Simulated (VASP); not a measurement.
# SiC3 (P4/mmm) in VASP: further runs

Runs on SiC3. Level: PBE. Tasks: single point.

Program: VASP 6.6.1. These are calculated values, not measurements. Logs are shortened: lines on timing, memory, paths and dates and some standing lists are left out, and cuts for length are marked.

### 1 The cell of the first run

The structure is tetragonal, space group P4/mmm (No. 123). The conventional cell has a = 3.423 Å, b = 3.423 Å, c = 3.389 Å, α = 90.00°, β = 90.00°, γ = 90.00°. Si (site symmetry 4/mmm) has 2 C at 1.69 Å within 2.3 Å. Within 2.0 Å of C (site symmetry 4mm) lie 2 C at 1.44 to 1.95 Å. Within 2.3 Å of C (site symmetry 4/mmm) lie 2 Si at 1.69 Å.

### 2 Single point, PBE

File INCAR:

```
SYSTEM = SiC3
PREC = Accurate
ENCUT = 1300
EDIFF = 1E-6
ISMEAR = 0
SIGMA = 0.1
LREAL = .False.
LASPH = .True.
NELM = 120
ALGO = Normal
ISIF = 2
LWAVE = .False.
LCHARG = .True.
GGA = PE
LELF = .True.
LVHAR = .True.
NBANDS = 16
GGA_COMPAT = .False.
```

File KPOINTS:

```
Automatic mesh
0
Gamma
  6 6 2
  0 0 0
```

File POSCAR:

```
SiC3
1.0
    3.4229902508      0.0000000000      0.0000000000
    0.0000000000      3.4229902508      0.0000000000
    0.0000000000      0.0000000000      3.3892708495
Si C
1 3
Direct
    0.0000000000      0.0000000000      0.0000000000
    0.5000000000      0.5000000000      0.2128154857
    0.0000000000      0.0000000000      0.5000000000
    0.5000000000      0.5000000000      0.7871845143
```

Potentials or basis: VASP PAW PBE potentials, release 64 (Si, C_h).

The run is started by

```
$ cat potpaw_PBE.64/Si/POTCAR potpaw_PBE.64/C_h/POTCAR > POTCAR
$ mpirun -np 1 vasp_std > vasp.out
```

OUTCAR:

```text
SYSTEM = SiC3
   PREC = Accurate
   ENCUT = 1300
   EDIFF = 1E-6
   ISMEAR = 0
   LREAL = .False.
   LASPH = .True.
   NELM = 120
   ISIF = 2
   GGA = PE

 ion  position               nearest neighbor table
   1  0.000  0.000  0.000-   3 1.69   3 1.69
   2  0.500  0.500  0.213-   4 1.44
   3  0.000  0.000  0.500-   1 1.69   1 1.69
   4  0.500  0.500  0.787-   2 1.44

  LATTYP: Found a simple tetragonal cell.
 ALAT       =     3.4229902508
 C/A-ratio  =     0.9901491390

  Lattice vectors:

 A1 = (   3.4229902508,   0.0000000000,   0.0000000000)
 A2 = (   0.0000000000,   3.4229902508,   0.0000000000)
 A3 = (   0.0000000000,   0.0000000000,   3.3892708495)

Analysis of symmetry for initial positions (statically):
=====================================================================
 Subroutine PRICEL returns:
 Original cell was already a primitive cell.

 Routine SETGRP: Setting up the symmetry group for a
 simple tetragonal supercell.

 Subroutine GETGRP returns: Found 16 space group operations
 (whereof 16 operations were pure point group operations)
 out of a pool of 16 trial point group operations.

The static configuration has the point symmetry D_4h.

Analysis of symmetry for dynamics (positions and initial velocities):
=====================================================================
 Subroutine PRICEL returns:
 Original cell was already a primitive cell.

 Routine SETGRP: Setting up the symmetry group for a
 simple tetragonal supercell.

 Subroutine GETGRP returns: Found 16 space group operations
 (whereof 16 operations were pure point group operations)
 out of a pool of 16 trial point group operations.

The dynamic configuration has the point symmetry D_4h.

 Subroutine INISYM returns: Found 16 space group operations
 (whereof 16 operations are pure point group operations),
 and found     1 'primitive' translations

----------------------------------------------------------------------------------------

                                     Primitive cell

  volume of cell :      39.7116

  direct lattice vectors                    reciprocal lattice vectors
     3.422990251  0.000000000  0.000000000     0.292142228  0.000000000  0.000000000
     0.000000000  3.422990251  0.000000000     0.000000000  0.292142228  0.000000000
     0.000000000  0.000000000  3.389270849     0.000000000  0.000000000  0.295048712

  length of vectors
     3.422990251  3.422990251  3.389270849     0.292142228  0.292142228  0.295048712

  position of ions in fractional coordinates (direct lattice)
     0.000000000  0.000000000  0.000000000
     0.500000000  0.500000000  0.212815486
     0.000000000  0.000000000  0.500000000
     0.500000000  0.500000000  0.787184514

  ion indices of the primitive-cell ions
   primitive index   ion index
                 1           1
                 2           2
                 3           3
                 4           4

----------------------------------------------------------------------------------------

 KPOINTS: Automatic mesh

Automatic generation of k-mesh.
 Grid dimensions read from file:
 generate k-points for:    6    6    2

 Generating k-lattice:

  Cartesian coordinates                     Fractional coordinates (reciprocal lattice)
     0.048690371  0.000000000  0.000000000     0.166666667  0.000000000  0.000000000
     0.000000000  0.048690371  0.000000000     0.000000000  0.166666667  0.000000000
     0.000000000  0.000000000  0.147524356     0.000000000  0.000000000  0.500000000

  Length of vectors
     0.048690371  0.048690371  0.147524356

  Shift w.r.t. Gamma in fractional coordinates (k-lattice)
     0.000000000  0.000000000  0.000000000

 Subroutine IBZKPT returns following result:
 ===========================================

 Found     20 irreducible k-points:

 Following reciprocal coordinates:
            Coordinates               Weight
  0.000000  0.000000  0.000000      1.000000
  0.166667  0.000000  0.000000      4.000000
  0.333333  0.000000  0.000000      4.000000
  0.500000  0.000000  0.000000      2.000000
  0.166667  0.166667  0.000000      4.000000
  0.333333  0.166667  0.000000      8.000000
[... 12 lines left out ...]
  0.500000  0.333333  0.500000      4.000000
  0.500000  0.500000  0.500000      1.000000
   k-points           NKPTS =     20   k-points in BZ     NKDIM =     20   number of bands    NBANDS=     16
   number of dos      NEDOS =    301   number of ions     NIONS =      4
   total plane-waves  NPLWV =  64000
   dimension x,y,z NGX =    40 NGY =   40 NGZ =   40
   dimension x,y,z NGXF=    80 NGYF=   80 NGZF=   80
   ions per type =               1   3
   NGX,Y,Z   is equivalent  to a cutoff of  19.43, 19.43, 19.62 a.u.
   NGXF,Y,Z  is equivalent  to a cutoff of  38.85, 38.85, 39.24 a.u.
 SYSTEM =  SiC3
   PREC   = accura    normal or accurate (medium, high low for compatibility)
   ISTART =      0    job   : 0-new  1-cont  2-samecut
   ICHARG =      2    charge: 1-file 2-atom 10-const
   ISPIN  =      1    spin polarized calculation?
   LNONCOLLINEAR =      F non collinear calculations
   LSORBIT =      F    spin-orbit coupling
   LASPH  =      T    aspherical Exc in radial PAW
   ENCUT  = 1300.0 eV  95.55 Ry    9.77 a.u.  10.06 10.06  9.96*2*pi/ulx,y,z
   NELM   =    120;   NELMIN=  2; NELMDL= -5     # of ELM steps
   EDIFF  = 0.1E-05   stopping-criterion for ELM
   LREAL  =      F    real-space projection
   EDIFFG = 0.1E-04   stopping-criterion for IOM
   NSW    =      0    number of steps for IOM
   IBRION =     -1    ionic relax: 0-MD 1-quasi-New 2-CG
   NFREE  =      0    steps in history (QN), initial steepest desc. (CG)
   ISIF   =      2    stress and relaxation
   ISYM   =      2    0-nonsym 1-usesym 2-fastsym
   POTIM  = 0.5000    time-step for ionic-motion
   TEBEG  =    0.0;   TEEND  =   0.0 temperature during run
   PSTRESS=    0.0 pullay stress
   NELECT =      16.0000    total number of electrons
   NUPDOWN=      -1.0000    fix difference up-down
   EMIN   =  10.00;   EMAX   =-10.00  energy-range for DOS
   EFERMI =   0.00;   METHOD = LEGACY
   ISMEAR =     0;   SIGMA  =   0.10  broadening in eV -4-tet -1-fermi 0-gaus
   EFERMI_NEDOS =   21; number of points for ismear=-14 and -15
   IALGO  =     38    algorithm
   IMIX   =      4    mixing-type and parameters
     AMIX     =   0.40;   BMIX     =  1.00
     AMIX_MAG =   1.60;   BMIX_MAG =  1.00
  volume/ion in A,a.u.               =       9.93        67.00
  Fermi-wavevector in a.u.,A,eV,Ry     =   1.209137  2.284938 19.891895  1.462013
  Thomas-Fermi vector in A             =   2.344724
   LORBIT       =      0    0 simple, 1 ext, 2 COOP (PROOUT), +10 PAW based schemes
   GGA     = PE    functional components
   LHFCALC =     F    Hartree Fock is set to
   AEXX    =    0.0000 exact exchange contribution
   IVDW    =     0    specifies the selected vdW correction
   LEPSILON=     F    determine dielectric tensor
   LRPA    =     F    only Hartree local field effects (RPA)
 non-spin polarized calculation
 Gauss-broadening in eV      SIGMA  =   0.10
  energy-cutoff  :     1300.00
  volume of cell :       39.71
 maximum number of plane-waves:      4254
   NGX = 21   NGY = 21   NGZ = 19

 number of electron      16.0000000 magnetization

 Free energy of the ion-electron system (eV)
  ---------------------------------------------------
  ext. energy  EPLUGINS =         0.00000000
  ---------------------------------------------------
  free energy    TOTEN  =       -24.09378238 eV

  energy without entropy =      -24.08744524  energy(sigma->0) =      -24.09061381

 E-fermi :   7.1596     XC(G=0): -11.3274

 val. band max:        7.0485440298   @ k =   0.1667   0.0000   0.0000
 cond. band min:       7.1696424849   @ k =   0.5000   0.1667   0.0000
 fundamental gap:      0.1210984551
 Fermi energy:         7.1595690170

 k-point     1 :       0.0000    0.0000    0.0000
  band No.  band energies     occupation
      1      -9.6216      2.00000
      2      -3.9059      2.00000
      3       0.8554      2.00000
      4       1.5494      2.00000
      5       1.8170      2.00000
      6       1.8170      2.00000
[... 8 lines left out ...]
     15      15.7906      0.00000
     16      18.2989      0.00000

 k-point     2 :       0.1667    0.0000    0.0000
  band No.  band energies     occupation
      1      -9.3780      2.00000
      2      -4.3633      2.00000
      3       0.8827      2.00000
      4       1.0246      2.00000
      5       2.0780      2.00000
      6       2.5519      2.00000
[... 8 lines left out ...]
     15      15.3001      0.00000
     16      19.9673      0.00000

 k-point     3 :       0.3333    0.0000    0.0000
  band No.  band energies     occupation
      1      -8.7111      2.00000
      2      -5.4946      2.00000
      3       0.6749      2.00000
      4       1.4409      2.00000
      5       2.8027      2.00000
      6       3.0106      2.00000
[... 8 lines left out ...]
     15      15.6196      0.00000
     16      19.5091      0.00000

 k-point     4 :       0.5000    0.0000    0.0000
  band No.  band energies     occupation
      1      -8.1273      2.00000
      2      -6.3127      2.00000
      3       0.7364      2.00000
      4       1.7172      2.00000
      5       3.0792      2.00000
      6       3.4635      2.00000
[... 8 lines left out ...]
     15      17.7617      0.00000
     16      19.0433      0.00000
[... 248 lines left out ...]
 k-point    18 :       0.3333    0.3333    0.5000
  band No.  band energies     occupation
      1      -7.1193      2.00000
      2      -4.1430      2.00000
      3      -2.1533      2.00000
      4      -1.8259      2.00000
      5       1.7372      2.00000
      6       3.4713      2.00000
[... 8 lines left out ...]
     15      18.4890      0.00000
     16      20.6411      0.00000

 k-point    19 :       0.5000    0.3333    0.5000
  band No.  band energies     occupation
      1      -6.9356      2.00000
      2      -3.7836      2.00000
      3      -2.1229      2.00000
      4      -2.0148      2.00000
      5       1.8576      2.00000
      6       2.2852      2.00000
[... 8 lines left out ...]
     15      18.6603      0.00000
     16      22.5931      0.00000

 k-point    20 :       0.5000    0.5000    0.5000
  band No.  band energies     occupation
      1      -6.8036      2.00000
      2      -3.6045      2.00000
      3      -1.7308      2.00000
      4      -1.5495      2.00000
      5       1.2600      2.00000
      6       1.2600      2.00000
[... 8 lines left out ...]
     15      18.8014      0.00000
     16      22.2075      0.00000

------------------------ aborting loop because EDIFF is reached ----------------------------------------

  FORCE on cell =-STRESS in cart. coord.  units (eV):
  Direction    XX          YY          ZZ          XY          YZ          ZX
  --------------------------------------------------------------------------------------
  -------------------------------------------------------------------------------------
  Total        0.0093989      0.0093989     -0.0635665      0.0000000      0.0000000      0.0000000
  in kB        0.3792017      0.3792017     -2.5646108      0.0000000      0.0000000      0.0000000
  external PRESSURE =      -0.6020691 kB  Pullay stress =       0.0000000 kB

 VOLUME and BASIS-vectors are now :
 -----------------------------------------------------------------------------
  energy-cutoff  :     1300.00
  volume of cell :       39.71
      direct lattice vectors                 reciprocal lattice vectors
     3.422990251  0.000000000  0.000000000     0.292142228  0.000000000  0.000000000
     0.000000000  3.422990251  0.000000000     0.000000000  0.292142228  0.000000000
     0.000000000  0.000000000  3.389270849     0.000000000  0.000000000  0.295048712

 POSITION                                       TOTAL-FORCE (eV/Angst)
 -----------------------------------------------------------------------------------
      0.00000      0.00000      0.00000         0.000000      0.000000      0.000000
      1.71150      1.71150      0.72129         0.000000     -0.000000     -0.011064
      0.00000      0.00000      1.69464         0.000000      0.000000      0.000000
      1.71150      1.71150      2.66798        -0.000000      0.000000      0.011064
 -----------------------------------------------------------------------------------
    total drift:                                0.000000     -0.000000      0.000000

  FREE ENERGIE OF THE ION-ELECTRON SYSTEM (eV)
  ---------------------------------------------------
  free  energy   TOTEN  =       -24.0937823778 eV

  energy  without entropy=      -24.0874452405  energy(sigma->0) =      -24.09061381
```

It took 41 s on 1 thread of AMD EPYC 7R43 (Zen 3), shared host; peak memory 0.2 GiB.

What came out:

| Property | Result |
| --- | --- |
| Free energy | -24.0938 eV |
| Pressure | -0.1 GPa |
| Largest force | 0.011 eV/Å |
| Band gap on the k mesh | zero (bands 8 and 9 overlap by 3.33 eV) |

Forces on the atoms (eV/Å):
```
Si   0.000  0.000  0.000
C    0.000  0.000 -0.011
C    0.000  0.000  0.000
C    0.000  0.000  0.011
```

Caveat: the k points lie up to 0.93 Å⁻¹ apart, too coarse for converged energies and pressures of a metal.

### 3 Single point, PBE

This run uses another cell than the first one, of 10.88 Å³/atom.

File INCAR:

```
SYSTEM = SiC3
ALGO = Normal
EDIFF = 1E-6
ENCUT = 1300
GGA = PE
GGA_COMPAT = .FALSE.
ISIF = 2
ISMEAR = 0
LASPH = .TRUE.
LCHARG = .FALSE.
LREAL = .FALSE.
LWAVE = .FALSE.
NBANDS = 16
NELM = 120
PREC = Accurate
SIGMA = 0.1
```

File KPOINTS:

```
k-points
0
G
  6 6 6
  0 0 0
```

File POSCAR:

```
SiC3
1.0
    3.5756617821      0.0000000000      0.0000000000
    0.0000000000      3.5756617821      0.0000000000
    0.0000000000      0.0000000000      3.4043554892
Si C
1 3
Direct
    0.0000000000      0.0000000000      0.0000000000
    0.5000000000      0.5000000000      0.1987646050
    0.0000000000      0.0000000000      0.5000000000
    0.5000000000      0.5000000000      0.8012353950
```

Potentials or basis: VASP PAW PBE potentials, release 64 (Si, C_h).

The run is started by

```
$ cat potpaw_PBE.64/Si/POTCAR potpaw_PBE.64/C_h/POTCAR > POTCAR
$ mpirun -np 1 vasp_std > vasp.out
```

It took 41 s on 1 thread of Intel Xeon 6975P-C (Granite Rapids), shared host; peak memory 0.28 GiB.

It converged, with:

| Quantity | Value |
| --- | --- |
| Free energy | -23.2516 eV |
| Pressure | -0.1 GPa |
| Largest force | 0.015 eV/Å |
| Band gap on the k mesh | zero (bands 8 and 9 overlap by 2.83 eV) |

Forces on the atoms (eV/Å):
```
Si   0.000  0.000  0.000
C    0.000  0.000 -0.015
C    0.000  0.000  0.000
C    0.000  0.000  0.015
```

Stress tensor (GPa, compression positive):
```
 0.06  0.00  0.00
 0.00  0.06  0.00
 0.00  0.00 -0.29
```

Levels at points of the mesh, in eV from the Fermi level:
```csv
k point,band 5,band 6,band 7,band 8,band 9,band 10,band 11,band 12
"(0.00, 0.00, 0.00)",-5.01,-4.87,-1.00,0.86,0.86,0.86,4.18,4.85
"(0.50, 0.00, 0.00)",-4.05,-3.58,-2.03,-1.82,-1.48,2.79,4.99,5.30
"(0.50, 0.50, 0.00)",-5.03,-4.86,-1.55,1.35,1.35,1.71,3.58,3.58
"(0.00, 0.00, 0.50)",-3.36,-3.36,-1.23,-1.23,2.50,4.46,4.46,5.23
"(0.50, 0.00, 0.50)",-2.58,-2.11,-0.18,-0.01,0.04,2.07,2.43,2.53
"(0.50, 0.50, 0.50)",-5.38,-5.38,-3.12,-3.12,2.70,5.06,5.06,5.75
```

The gap in the log of VASP goes by the Fermi energy; the results here count the filled bands.